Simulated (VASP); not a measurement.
# Si4F in VASP: single point with PBE+D3(BJ)

Aim: the single point of Si4F with PBE+D3(BJ).

Everything below comes from runs of VASP 6.6.1. Logs are shortened: lines on timing, memory, paths and dates and some standing lists are left out, and cuts for length are marked.

## (1) The cell of the first run

The cell holds a slab with vacuum, 20 atoms: a = 7.667 Å, b = 7.667 Å, c = 21.537 Å, α = 90.00°, β = 90.00°, γ = 120.00°.

## (2) Single point, PBE+D3(BJ)

Input file INCAR:

```
  ALGO = Normal
  DIPOL = 0.5 0.5 0.504
  EDIFF = 1E-6
  ENCUT = 910
  GGA = PE
  GGA_COMPAT = False
  IDIPOL = 3
  ISIF = 2
  ISMEAR = 0
  IVDW = 12
  LASPH = True
  LCHARG = False
  LDIPOL = True
  LREAL = Auto
  LWAVE = False
  NBANDS = 62
  NELM = 120
  NELMDL = -8
  PREC = Accurate
  SIGMA = 0.05
```

Input file KPOINTS:

```
k-points
0
Gamma
  3 3 1
```

Input file POSCAR:

```
Si4F
1.0
    7.6671877233      0.0000000000      0.0000000000
   -3.8335938617      6.6399793440      0.0000000000
    0.0000000000      0.0000000000     21.5371453509
Si F
16 4
Direct
    0.6666666667      0.3333333333      0.4468790939
    0.6666666667      0.8333333333      0.4468790939
    0.1666666667      0.3333333333      0.4468790939
    0.1666666667      0.8333333333      0.4468790939
    0.5000000000      0.5000000000      0.4832130211
    0.5000000000      0.0000000000      0.4832130211
    0.0000000000      0.5000000000      0.4832130211
    0.0000000000      0.0000000000      0.4832130211
    0.0000000000      0.5000000000      0.5933992553
    0.0000000000      0.0000000000      0.5933992553
    0.5000000000      0.5000000000      0.5933992553
    0.5000000000      0.0000000000      0.5933992553
    0.8333333333      0.6666666667      0.6250545652
    0.8333333333      0.1666666667      0.6250545652
    0.3333333333      0.6666666667      0.6250545652
    0.3333333333      0.1666666667      0.6250545652
    0.6666666667      0.3333333333      0.3716414400
    0.6666666667      0.8333333333      0.3716414400
    0.1666666667      0.3333333333      0.3716414400
    0.1666666667      0.8333333333      0.3716414400
```

Potentials or basis: VASP PAW PBE potentials, release 64 (Si, F_h).

Launch:

```console
> cat potpaw_PBE.64/Si/POTCAR potpaw_PBE.64/F_h/POTCAR > POTCAR
> mpirun -np 1 vasp_std > vasp.out
```

OUTCAR:

```text
EDIFF = 1E-6
   ENCUT = 910
   GGA = PE
   ISIF = 2
   ISMEAR = 0
   IVDW = 12
   LASPH = True
   LREAL = Auto
   NELM = 120
   NELMDL = -8
   PREC = Accurate
 IVDW          = 12

 ion  position               nearest neighbor table
   1  0.667  0.333  0.447-  17 1.62   7 2.35   6 2.35   5 2.35
   2  0.667  0.833  0.447-  18 1.62   8 2.35   5 2.35   6 2.35
   3  0.167  0.333  0.447-  19 1.62   5 2.35   8 2.35   7 2.35
   4  0.167  0.833  0.447-  20 1.62   6 2.35   7 2.35   8 2.35
   5  0.500  0.500  0.483-   3 2.35   2 2.35   1 2.35  11 2.37
   6  0.500  0.000  0.483-   4 2.35   1 2.35   2 2.35  12 2.37
   7  0.000  0.500  0.483-   1 2.35   4 2.35   3 2.35   9 2.37
   8  0.000  0.000  0.483-   2 2.35   3 2.35   4 2.35  10 2.37
   9  0.000  0.500  0.593-  15 2.32  14 2.32  13 2.32   7 2.37
  10  0.000  0.000  0.593-  16 2.32  13 2.32  14 2.32   8 2.37
  11  0.500  0.500  0.593-  13 2.32  16 2.32  15 2.32   5 2.37
  12  0.500  0.000  0.593-  14 2.32  15 2.32  16 2.32   6 2.37
  13  0.833  0.667  0.625-  11 2.32  10 2.32   9 2.32
  14  0.833  0.167  0.625-  12 2.32   9 2.32  10 2.32
  15  0.333  0.667  0.625-   9 2.32  12 2.32  11 2.32
  16  0.333  0.167  0.625-  10 2.32  11 2.32  12 2.32
  17  0.667  0.333  0.372-   1 1.62
  18  0.667  0.833  0.372-   2 1.62
  19  0.167  0.333  0.372-   3 1.62
  20  0.167  0.833  0.372-   4 1.62

  LATTYP: Found a hexagonal cell.
 ALAT       =     7.6671877233
 C/A-ratio  =     2.8090019611

  Lattice vectors:

 A1 = (   7.6671877233,   0.0000000000,   0.0000000000)
 A2 = (  -3.8335938617,   6.6399793440,   0.0000000000)
 A3 = (   0.0000000000,   0.0000000000,  21.5371453509)

Analysis of symmetry for initial positions (statically):
=====================================================================
 Subroutine PRICEL returns following result:

  LATTYP: Found a hexagonal cell.
 ALAT       =     3.8335938616
 C/A-ratio  =     5.6180039222

  Lattice vectors:

 A1 = (   3.8335938616,   0.0000000000,   0.0000000000)
 A2 = (  -1.9167969308,   3.3199896720,   0.0000000000)
 A3 = (   0.0000000000,   0.0000000000,  21.5371453509)

   4 primitive cells build up your supercell.

 Routine SETGRP: Setting up the symmetry group for a
 hexagonal supercell.

 Subroutine GETGRP returns: Found  6 space group operations
 (whereof  6 operations were pure point group operations)
 out of a pool of 24 trial point group operations.

The static configuration has the point symmetry C_3v.

Analysis of symmetry for dynamics (positions and initial velocities):
=====================================================================
 Subroutine PRICEL returns following result:

  LATTYP: Found a hexagonal cell.
 ALAT       =     3.8335938616
 C/A-ratio  =     5.6180039222

  Lattice vectors:

 A1 = (   3.8335938616,   0.0000000000,   0.0000000000)
 A2 = (  -1.9167969308,   3.3199896720,   0.0000000000)
 A3 = (   0.0000000000,   0.0000000000,  21.5371453509)

   4 primitive cells build up your supercell.

 Routine SETGRP: Setting up the symmetry group for a
 hexagonal supercell.

 Subroutine GETGRP returns: Found  6 space group operations
 (whereof  6 operations were pure point group operations)
 out of a pool of 24 trial point group operations.

The dynamic configuration has the point symmetry C_3v.

 Subroutine INISYM returns: Found  6 space group operations
 (whereof  6 operations are pure point group operations),
 and found     4 'primitive' translations

----------------------------------------------------------------------------------------

                                     Primitive cell

  volume of cell :     274.1138

  direct lattice vectors                    reciprocal lattice vectors
     3.833593862  0.000000000  0.000000000     0.260851837  0.150602878  0.000000000
    -1.916796931  3.319989672  0.000000000     0.000000000  0.301205756  0.000000000
     0.000000000  0.000000000 21.537145351     0.000000000  0.000000000  0.046431409

  length of vectors
     3.833593862  3.833593862 21.537145351     0.301205756  0.301205756  0.046431409

  position of ions in fractional coordinates (direct lattice)
     0.333333333  0.666666667  0.446879094
     0.000000000  0.000000000  0.483213021
     0.000000000  0.000000000  0.593399255
     0.666666667  0.333333333  0.625054565
     0.333333333  0.666666667  0.371641440

  ion indices of the primitive-cell ions
   primitive index   ion index
                 1           1
                 2           5
                 3          11
                 4          14
                 5          17

----------------------------------------------------------------------------------------

 KPOINTS: k-points

Automatic generation of k-mesh.
 Grid dimensions read from file:
 generate k-points for:    3    3    1

 Generating k-lattice:

  Cartesian coordinates                     Fractional coordinates (reciprocal lattice)
     0.043475306  0.025100480  0.000000000     0.333333333  0.000000000  0.000000000
     0.000000000  0.050200959  0.000000000     0.000000000  0.333333333  0.000000000
     0.000000000  0.000000000  0.046431409     0.000000000  0.000000000  1.000000000

  Length of vectors
     0.050200959  0.050200959  0.046431409

  Shift w.r.t. Gamma in fractional coordinates (k-lattice)
     0.000000000  0.000000000  0.000000000

 Subroutine IBZKPT returns following result:
 ===========================================

 Found      3 irreducible k-points:

 Following reciprocal coordinates:
            Coordinates               Weight
  0.000000  0.000000  0.000000      1.000000
  0.333333 -0.000000  0.000000      6.000000
  0.333333  0.333333  0.000000      2.000000
   k-points           NKPTS =      3   k-points in BZ     NKDIM =      3   number of bands    NBANDS=     62
   number of dos      NEDOS =    301   number of ions     NIONS =     20
   total plane-waves  NPLWV = ******
   dimension x,y,z NGX =    80 NGY =   80 NGZ =  216
   dimension x,y,z NGXF=   160 NGYF=  160 NGZF=  432
   ions per type =              16   4
   NGX,Y,Z   is equivalent  to a cutoff of  17.35, 17.35, 16.67 a.u.
   NGXF,Y,Z  is equivalent  to a cutoff of  34.69, 34.69, 33.35 a.u.
 SYSTEM =  unknown system
   PREC   = accura    normal or accurate (medium, high low for compatibility)
   ISTART =      0    job   : 0-new  1-cont  2-samecut
   ICHARG =      2    charge: 1-file 2-atom 10-const
   ISPIN  =      1    spin polarized calculation?
   LNONCOLLINEAR =      F non collinear calculations
   LSORBIT =      F    spin-orbit coupling
   LASPH  =      T    aspherical Exc in radial PAW
   ENCUT  =  910.0 eV  66.88 Ry    8.18 a.u.  18.86 18.86 52.97*2*pi/ulx,y,z
   NELM   =    120;   NELMIN=  2; NELMDL= -8     # of ELM steps
   EDIFF  = 0.1E-05   stopping-criterion for ELM
   LREAL  =      T    real-space projection
   EDIFFG = 0.1E-04   stopping-criterion for IOM
   NSW    =      0    number of steps for IOM
   IBRION =     -1    ionic relax: 0-MD 1-quasi-New 2-CG
   NFREE  =      0    steps in history (QN), initial steepest desc. (CG)
   ISIF   =      2    stress and relaxation
   ISYM   =      2    0-nonsym 1-usesym 2-fastsym
   POTIM  = 0.5000    time-step for ionic-motion
   TEBEG  =    0.0;   TEEND  =   0.0 temperature during run
   PSTRESS=    0.0 pullay stress
   NELECT =      92.0000    total number of electrons
   NUPDOWN=      -1.0000    fix difference up-down
   EMIN   =  10.00;   EMAX   =-10.00  energy-range for DOS
   EFERMI =   0.00;   METHOD = LEGACY
   ISMEAR =     0;   SIGMA  =   0.05  broadening in eV -4-tet -1-fermi 0-gaus
   EFERMI_NEDOS =   21; number of points for ismear=-14 and -15
   IALGO  =     38    algorithm
   IMIX   =      4    mixing-type and parameters
     AMIX     =   0.40;   BMIX     =  1.00
     AMIX_MAG =   1.60;   BMIX_MAG =  1.00
  volume/ion in A,a.u.               =      54.82       369.96
  Fermi-wavevector in a.u.,A,eV,Ry     =   0.716705  1.354376  6.988852  0.513666
  Thomas-Fermi vector in A             =   1.805195
   LORBIT       =      0    0 simple, 1 ext, 2 COOP (PROOUT), +10 PAW based schemes
   GGA     = PE    functional components
   LHFCALC =     F    Hartree Fock is set to
   AEXX    =    0.0000 exact exchange contribution
   IVDW    =    12    specifies the selected vdW correction
   LEPSILON=     F    determine dielectric tensor
   LRPA    =     F    only Hartree local field effects (RPA)
 non-spin polarized calculation
 Gauss-broadening in eV      SIGMA  =   0.05
  energy-cutoff  :      910.00
  volume of cell :     1096.46
 maximum number of plane-waves:     68475
 NGX is ok and might be reduce to    80
   NGX = 37   NGY = 37   NGZ =105

 dipolmoment           0.000000      0.000000      0.000060 electrons x Angstroem

 number of electron      92.0000000 magnetization

 dipolmoment           0.000000      0.000000     -0.519297 electrons x Angstroem

 Free energy of the ion-electron system (eV)
  ---------------------------------------------------
  ext. energy  EPLUGINS =         0.00000000
  ---------------------------------------------------
  free energy    TOTEN  =      -102.18012026 eV

  energy without entropy =     -102.11981260  energy(sigma->0) =     -102.14996643

 E-fermi :  -2.1107     XC(G=0):  -3.7027

 val. band max:       -2.1194784384   @ k =   0.3333  -0.0000   0.0000
 cond. band min:      -2.0608911545   @ k =   0.3333  -0.0000   0.0000
 fundamental gap:      0.0585872839
 Fermi energy:        -2.1106643607

 k-point     1 :       0.0000    0.0000    0.0000
  band No.  band energies     occupation
      1     -26.5446      2.00000
      2     -26.5196      2.00000
      3     -26.5196      2.00000
      4     -26.5196      2.00000
      5     -13.5541      2.00000
      6     -12.3091      2.00000
[... 50 lines left out ...]
     57       0.9188      0.00000
     58       0.9188      0.00000

 k-point     2 :       0.3333   -0.0000    0.0000
  band No.  band energies     occupation
      1     -26.5384      2.00000
      2     -26.5259      2.00000
      3     -26.5196      2.00000
      4     -26.5196      2.00000
      5     -13.2372      2.00000
      6     -12.3357      2.00000
[... 50 lines left out ...]
     57       1.1135      0.00000
     58       1.4635      0.00000

 k-point     3 :       0.3333    0.3333    0.0000
  band No.  band energies     occupation
      1     -26.5290      2.00000
      2     -26.5290      2.00000
      3     -26.5290      2.00000
      4     -26.5165      2.00000
      5     -12.6233      2.00000
      6     -12.6233      2.00000
[... 50 lines left out ...]
     57       1.8935      0.00000
     58       1.8935      0.00000
 [bands above 58 left out]

------------------------ aborting loop because EDIFF is reached ----------------------------------------

 vacuum level on the upper side and lower side of the slab       (xc-potential included)        -1.026         0.780

 Edisp (eV)   -4.01992

 E8    (eV) :    -1.7166

  FORCE on cell =-STRESS in cart. coord.  units (eV):
  Direction    XX          YY          ZZ          XY          YZ          ZX
  --------------------------------------------------------------------------------------
  -------------------------------------------------------------------------------------
  Total       2.58165     2.58165    -0.34351    -0.00000     0.00000     0.00000
  in kB       3.77240     3.77240    -0.50195    -0.00000     0.00000     0.00000
  external pressure =        2.35 kB  Pullay stress =        0.00 kB

 VOLUME and BASIS-vectors are now :
 -----------------------------------------------------------------------------
  energy-cutoff  :      910.00
  volume of cell :     1096.46
      direct lattice vectors                 reciprocal lattice vectors
     7.667187723  0.000000000  0.000000000     0.130425918  0.075301439  0.000000000
    -3.833593862  6.639979344  0.000000000     0.000000000  0.150602878  0.000000000
     0.000000000  0.000000000 21.537145351     0.000000000  0.000000000  0.046431409

 POSITION                                       TOTAL-FORCE (eV/Angst)
 -----------------------------------------------------------------------------------
      3.83359      2.21333      9.62450        -0.000000     -0.000000      0.186115
      1.91680      5.53332      9.62450         0.000000     -0.000000      0.186115
      0.00000      2.21333      9.62450         0.000000     -0.000000      0.186115
     -1.91680      5.53332      9.62450         0.000000     -0.000000      0.186115
      1.91680      3.31999     10.40703         0.000000     -0.000000     -0.110652
      3.83359      0.00000     10.40703         0.000000     -0.000000     -0.110652
[... 12 lines left out ...]
      0.00000      2.21333      8.00410        -0.000000     -0.000000     -0.073486
     -1.91680      5.53332      8.00410         0.000000      0.000000     -0.073486
 -----------------------------------------------------------------------------------
    total drift:                               -0.000004      0.000003     -0.016947

  FREE ENERGIE OF THE ION-ELECTRON SYSTEM (eV)
  ---------------------------------------------------
  free  energy   TOTEN  =      -106.2000357307 eV

  energy  without entropy=     -106.1397280647  energy(sigma->0) =     -106.16988190

 vacuum level on the upper side and lower side of the slab         2.549         4.391
```

It took 21 min on 1 thread of Intel Xeon Platinum 8559C (Emerald Rapids), shared host; peak memory 2.1 GiB.

What came out:

* Free energy: -106.2000 eV
* Largest force: 0.186 eV/Å
* Band gap on the k mesh: zero (bands 46 and 47 overlap by 0.31 eV)
* Dispersion energy per atom: -0.201 eV

Forces on the atoms (eV/Å):
```
Si   0.000  0.000  0.186
Si   0.000  0.000  0.186
Si   0.000  0.000  0.186
Si   0.000  0.000  0.186
Si   0.000  0.000 -0.111
Si   0.000  0.000 -0.111
Si   0.000  0.000 -0.111
Si   0.000  0.000 -0.111
Si   0.000  0.000  0.009
Si   0.000  0.000  0.009
Si   0.000  0.000  0.009
Si   0.000  0.000  0.009
Si   0.000  0.000 -0.011
Si   0.000  0.000 -0.011
Si   0.000  0.000 -0.011
Si   0.000  0.000 -0.011
F    0.000  0.000 -0.073
F    0.000  0.000 -0.073
F    0.000  0.000 -0.073
F    0.000  0.000 -0.073
```

Levels at points of the mesh, in eV from the Fermi level:
| k point | band 45 | band 46 | band 47 | band 48 | band 49 | band 50 |
| --- | --- | --- | --- | --- | --- | --- |
| (0.00, 0.00, 0.00) | -0.39 | -0.24 | -0.07 | -0.07 | 1.12 | 1.12 |

Caveat: the cutoff is under 1.25 times the usual one of these potentials, so pressure, stress and relaxed cells hold a basis-set (Pulay) error.
